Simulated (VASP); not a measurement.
# GeCN2 (R-3m) in VASP: notebook

The runs below take GeCN2 through single point, with PBEsol, PBEsol+D4, PBEsol+D3(BJ).

All numbers are computed with VASP 6.6.1; they aren't measurements. Logs are shortened: lines on timing, memory, paths and dates and some standing lists are left out, and cuts for length are marked.

## Step 1: The cell of the first run

It takes space group R-3m (No. 166, trigonal). The conventional cell has a = 3.503 Å, b = 3.503 Å, c = 14.665 Å, α = 90.00°, β = 90.00°, γ = 120.00°. Within 3.1 Å of Ge (site symmetry -3m) lie 6 N at 2.36 Å. Within 1.7 Å of N (site symmetry 3m) lie 1 C at 1.24 Å. C (site symmetry -3m) has 2 N at 1.24 Å within 1.7 Å.

## Step 2: Single point, PBEsol

INCAR

```
SYSTEM = GeCN2
PREC = Accurate ; ENCUT = 520
EDIFF = 1E-6 ; ISMEAR = -1
SIGMA = 0.05 ; LREAL = .False.
LASPH = .True. ; NELM = 100
ALGO = Normal ; ISIF = 2
LWAVE = .False. ; LCHARG = .True.
GGA = PS ; LELF = .True.
LVHAR = .True. ; NBANDS = 22
```

KPOINTS

```
regular mesh
0
Gamma
  9 9 9
  0 0 0
```

POSCAR

```
GeCN2
1.0
    1.7516742191      1.0113295819      4.8881989784
   -1.7516742191      1.0113295819      4.8881989784
    0.0000000000     -2.0226591638      4.8881989784
Ge N C
1 2 1
Direct
    0.0000000000      0.0000000000      0.0000000000
    0.5843973170      0.5843973170      0.5843973170
    0.4156026830      0.4156026830      0.4156026830
    0.5000000000      0.5000000000      0.5000000000
```

Potentials or basis: VASP PAW PBE potentials, release 64 (Ge_d, N, C).

On the command line:

```sh
cat potpaw_PBE.64/Ge_d/POTCAR potpaw_PBE.64/N/POTCAR potpaw_PBE.64/C/POTCAR > POTCAR
mpirun -np 1 vasp_std > vasp.out
```

OUTCAR:

```text
SYSTEM = GeCN2
   PREC = Accurate
   ENCUT = 520
   EDIFF = 1E-6
   ISMEAR = -1
   LREAL = .False.
   LASPH = .True.
   NELM = 100
   ISIF = 2
   GGA = PS

 ion  position               nearest neighbor table
   1  0.000  0.000  0.000-
   2  0.584  0.584  0.584-   4 1.24
   3  0.416  0.416  0.416-   4 1.24
   4  0.500  0.500  0.500-   2 1.24   3 1.24

  LATTYP: Found a trigonal (rhomboedric) cell.
 ALAT       =     5.2901454938
 COS(alpha) =     0.7807187800

  Lattice vectors:

 A1 = (   1.7516742191,   1.0113295819,   4.8881989784)
 A2 = (  -1.7516742191,   1.0113295819,   4.8881989784)
 A3 = (   0.0000000000,  -2.0226591638,   4.8881989784)

Analysis of symmetry for initial positions (statically):
=====================================================================
 Subroutine PRICEL returns:
 Original cell was already a primitive cell.

 Routine SETGRP: Setting up the symmetry group for a
 trigonal (rhombohedral) supercell.

 Subroutine GETGRP returns: Found 12 space group operations
 (whereof 12 operations were pure point group operations)
 out of a pool of 12 trial point group operations.

The static configuration has the point symmetry D_3d.

Analysis of symmetry for dynamics (positions and initial velocities):
=====================================================================
 Subroutine PRICEL returns:
 Original cell was already a primitive cell.

 Routine SETGRP: Setting up the symmetry group for a
 trigonal (rhombohedral) supercell.

 Subroutine GETGRP returns: Found 12 space group operations
 (whereof 12 operations were pure point group operations)
 out of a pool of 12 trial point group operations.

The dynamic configuration has the point symmetry D_3d.

 Subroutine INISYM returns: Found 12 space group operations
 (whereof 12 operations are pure point group operations),
 and found     1 'primitive' translations

----------------------------------------------------------------------------------------

                                     Primitive cell

  volume of cell :      51.9573

  direct lattice vectors                    reciprocal lattice vectors
     1.751674219  1.011329582  4.888198978     0.285441205  0.164799557  0.068191441
    -1.751674219  1.011329582  4.888198978    -0.285441205  0.164799557  0.068191441
     0.000000000 -2.022659164  4.888198978     0.000000000 -0.329599113  0.068191441

  length of vectors
     5.290145494  5.290145494  5.290145494     0.336579334  0.336579334  0.336579334

  position of ions in fractional coordinates (direct lattice)
     0.000000000  0.000000000  0.000000000
     0.584397317  0.584397317  0.584397317
     0.415602683  0.415602683  0.415602683
     0.500000000  0.500000000  0.500000000

  ion indices of the primitive-cell ions
   primitive index   ion index
                 1           1
                 2           2
                 3           3
                 4           4

----------------------------------------------------------------------------------------

 KPOINTS: regular mesh

Automatic generation of k-mesh.
 Grid dimensions read from file:
 generate k-points for:    9    9    9

 Generating k-lattice:

  Cartesian coordinates                     Fractional coordinates (reciprocal lattice)
     0.031715689  0.018311062  0.007576827     0.111111111  0.000000000  0.000000000
    -0.031715689  0.018311062  0.007576827     0.000000000  0.111111111  0.000000000
     0.000000000 -0.036622124  0.007576827     0.000000000  0.000000000  0.111111111

  Length of vectors
     0.037397704  0.037397704  0.037397704

  Shift w.r.t. Gamma in fractional coordinates (k-lattice)
     0.000000000  0.000000000  0.000000000

 Subroutine IBZKPT returns following result:
 ===========================================

 Found     85 irreducible k-points:

 Following reciprocal coordinates:
            Coordinates               Weight
  0.000000  0.000000  0.000000      1.000000
  0.111111 -0.000000  0.000000      6.000000
  0.222222 -0.000000  0.000000      6.000000
  0.333333 -0.000000  0.000000      6.000000
  0.444444 -0.000000  0.000000      6.000000
  0.111111  0.111111  0.000000      6.000000
[... 16 lines left out ...]
 -0.333333  0.333333  0.000000      6.000000
  0.444444  0.444444  0.000000      6.000000
 [... further k-points ...]
   k-points           NKPTS =     85   k-points in BZ     NKDIM =     85   number of bands    NBANDS=     22
   number of dos      NEDOS =    301   number of ions     NIONS =      4
   total plane-waves  NPLWV =  64000
   dimension x,y,z NGX =    40 NGY =   40 NGZ =   40
   dimension x,y,z NGXF=    80 NGYF=   80 NGZF=   80
   ions per type =               1   2   1
   NGX,Y,Z   is equivalent  to a cutoff of  12.57, 12.57, 12.57 a.u.
   NGXF,Y,Z  is equivalent  to a cutoff of  25.14, 25.14, 25.14 a.u.
 SYSTEM =  GeCN2
   PREC   = accura    normal or accurate (medium, high low for compatibility)
   ISTART =      0    job   : 0-new  1-cont  2-samecut
   ICHARG =      2    charge: 1-file 2-atom 10-const
   ISPIN  =      1    spin polarized calculation?
   LNONCOLLINEAR =      F non collinear calculations
   LSORBIT =      F    spin-orbit coupling
   LASPH  =      T    aspherical Exc in radial PAW
   ENCUT  =  520.0 eV  38.22 Ry    6.18 a.u.   9.84  9.84  9.84*2*pi/ulx,y,z
   NELM   =    100;   NELMIN=  2; NELMDL= -5     # of ELM steps
   EDIFF  = 0.1E-05   stopping-criterion for ELM
   LREAL  =      F    real-space projection
   EDIFFG = 0.1E-04   stopping-criterion for IOM
   NSW    =      0    number of steps for IOM
   IBRION =     -1    ionic relax: 0-MD 1-quasi-New 2-CG
   NFREE  =      0    steps in history (QN), initial steepest desc. (CG)
   ISIF   =      2    stress and relaxation
   ISYM   =      2    0-nonsym 1-usesym 2-fastsym
   POTIM  = 0.5000    time-step for ionic-motion
   TEBEG  =    0.0;   TEEND  =   0.0 temperature during run
   PSTRESS=    0.0 pullay stress
   NELECT =      28.0000    total number of electrons
   NUPDOWN=      -1.0000    fix difference up-down
   EMIN   =  10.00;   EMAX   =-10.00  energy-range for DOS
   EFERMI =   0.00;   METHOD = LEGACY
   ISMEAR =    -1;   SIGMA  =   0.05  broadening in eV -4-tet -1-fermi 0-gaus
   EFERMI_NEDOS =   21; number of points for ismear=-14 and -15
   IALGO  =     38    algorithm
   IMIX   =      4    mixing-type and parameters
     AMIX     =   0.40;   BMIX     =  1.00
     AMIX_MAG =   1.60;   BMIX_MAG =  1.00
  volume/ion in A,a.u.               =      12.99        87.66
  Fermi-wavevector in a.u.,A,eV,Ry     =   1.332229  2.517547 24.148073  1.774833
  Thomas-Fermi vector in A             =   2.461179
   LORBIT       =      0    0 simple, 1 ext, 2 COOP (PROOUT), +10 PAW based schemes
   GGA     = PS    functional components
   LHFCALC =     F    Hartree Fock is set to
   AEXX    =    0.0000 exact exchange contribution
   IVDW    =     0    specifies the selected vdW correction
   LEPSILON=     F    determine dielectric tensor
   LRPA    =     F    only Hartree local field effects (RPA)
 non-spin polarized calculation
  energy-cutoff  :      520.00
  volume of cell :       51.96
 maximum number of plane-waves:      1423
   NGX = 19   NGY = 19   NGZ = 19

 number of electron      28.0000006 magnetization

 Free energy of the ion-electron system (eV)
  ---------------------------------------------------
  ext. energy  EPLUGINS =         0.00000000
  ---------------------------------------------------
  free energy    TOTEN  =       -30.62594659 eV

  energy without entropy =      -30.62594508  energy(sigma->0) =      -30.62594584

 E-fermi :   4.5897     XC(G=0): -10.1955

 val. band max:        4.0698214959   @ k =  -0.4444  -0.4444   0.3333
 cond. band min:       5.0033766289   @ k =   0.4444   0.4444   0.4444
 fundamental gap:      0.9335551330
 Fermi energy:         4.5897418645

 k-point     1 :       0.0000    0.0000    0.0000
  band No.  band energies     occupation
      1     -20.6004      2.00000
      2     -20.5984      2.00000
      3     -20.5984      2.00000
      4     -20.5841      2.00000
      5     -20.5841      2.00000
      6     -15.5222      2.00000
[... 14 lines left out ...]
     21      13.8582      0.00000
     22      14.7818      0.00000

 k-point     2 :       0.1111   -0.0000    0.0000
  band No.  band energies     occupation
      1     -20.6005      2.00000
      2     -20.5980      2.00000
      3     -20.5958      2.00000
      4     -20.5861      2.00000
      5     -20.5845      2.00000
      6     -15.4744      2.00000
[... 14 lines left out ...]
     21      13.3854      0.00000
     22      14.3031      0.00000

 k-point     3 :       0.2222   -0.0000    0.0000
  band No.  band energies     occupation
      1     -20.6054      2.00000
      2     -20.5939      2.00000
      3     -20.5897      2.00000
      4     -20.5896      2.00000
      5     -20.5850      2.00000
      6     -15.3499      2.00000
[... 14 lines left out ...]
     21      12.1645      0.00000
     22      15.0574      0.00000

 k-point     4 :       0.3333   -0.0000    0.0000
  band No.  band energies     occupation
      1     -20.6123      2.00000
      2     -20.5953      2.00000
      3     -20.5876      2.00000
      4     -20.5866      2.00000
      5     -20.5806      2.00000
      6     -15.2015      2.00000
[... 14 lines left out ...]
     21      12.4823      0.00000
     22      15.5782      0.00000

 k-point     5 :       0.4444   -0.0000    0.0000
  band No.  band energies     occupation
      1     -20.6172      2.00000
      2     -20.5973      2.00000
      3     -20.5882      2.00000
      4     -20.5831      2.00000
      5     -20.5759      2.00000
      6     -15.1002      2.00000
[... 417 lines left out ...]
 k-point    22 :      -0.4444    0.3333   -0.0000
  band No.  band energies     occupation
      1     -20.6097      2.00000
      2     -20.5947      2.00000
      3     -20.5924      2.00000
      4     -20.5857      2.00000
      5     -20.5803      2.00000
      6     -15.0076      2.00000
[... 14 lines left out ...]
     21      14.1769      0.00000
     22      15.3244      0.00000

 k-point    23 :      -0.3333    0.3333    0.0000
  band No.  band energies     occupation
      1     -20.6027      2.00000
      2     -20.6014      2.00000
      3     -20.5863      2.00000
      4     -20.5863      2.00000
      5     -20.5855      2.00000
      6     -15.0022      2.00000
[... 14 lines left out ...]
     21      14.1454      0.00000
     22      14.7470      0.00000

 k-point    24 :       0.4444    0.4444    0.0000
  band No.  band energies     occupation
      1     -20.6186      2.00000
      2     -20.5979      2.00000
      3     -20.5880      2.00000
      4     -20.5829      2.00000
      5     -20.5759      2.00000
      6     -15.0266      2.00000
[... 14 lines left out ...]
     21      12.9815      0.00000
     22      16.1511      0.00000

 [... further k-points ...]

------------------------ aborting loop because EDIFF is reached ----------------------------------------

  FORCE on cell =-STRESS in cart. coord.  units (eV):
  Direction    XX          YY          ZZ          XY          YZ          ZX
  --------------------------------------------------------------------------------------
  -------------------------------------------------------------------------------------
  Total       -0.0776848     -0.0776848      0.2650472      0.0000000     -0.0000000      0.0000000
  in kB       -2.3955251     -2.3955251      8.1731156      0.0000000     -0.0000000      0.0000000
  external PRESSURE =       1.1273551 kB  Pullay stress =       0.0000000 kB

 VOLUME and BASIS-vectors are now :
 -----------------------------------------------------------------------------
  energy-cutoff  :      520.00
  volume of cell :       51.96
      direct lattice vectors                 reciprocal lattice vectors
     1.751674219  1.011329582  4.888198978     0.285441205  0.164799557  0.068191441
    -1.751674219  1.011329582  4.888198978    -0.285441205  0.164799557  0.068191441
     0.000000000 -2.022659164  4.888198978     0.000000000 -0.329599113  0.068191441

 POSITION                                       TOTAL-FORCE (eV/Angst)
 -----------------------------------------------------------------------------------
      0.00000      0.00000      0.00000        -0.000000     -0.000000      0.000000
      0.00000      0.00000      8.56995        -0.000000     -0.000000      0.124766
      0.00000      0.00000      6.09465        -0.000000      0.000000     -0.124766
      0.00000      0.00000      7.33230         0.000000     -0.000000     -0.000000
 -----------------------------------------------------------------------------------
    total drift:                               -0.000000      0.000000     -0.000000

  FREE ENERGIE OF THE ION-ELECTRON SYSTEM (eV)
  ---------------------------------------------------
  free  energy   TOTEN  =       -30.6259465931 eV

  energy  without entropy=      -30.6259450821  energy(sigma->0) =      -30.62594584
```

Run time: 59 s. Hardware: 1 thread of Intel Xeon 6975P-C (Granite Rapids), shared host; peak memory 0.29 GiB.

What came out:

- Free energy: -30.6259 eV
- Pressure: 0.1 GPa
- Largest force: 0.125 eV/Å
- Band gap on the k mesh: 0.93 eV, indirect (least direct gap 1.65 eV)

Forces in eV/Å, atoms in the order of the input:
```
Ge   0.000  0.000  0.000
N    0.000  0.000  0.125
N    0.000  0.000 -0.125
C    0.000  0.000  0.000
```

Stress tensor (GPa, compression positive):
```
-0.24  0.00  0.00
 0.00 -0.24  0.00
 0.00  0.00  0.82
```

Caveat: the PAW data sets were made with another functional, which shifts forces and pressure a little. Expect the measured gap to be larger: semilocal functionals such as PBEsol lack the derivative discontinuity.

(Continued in part 2 of 2.)
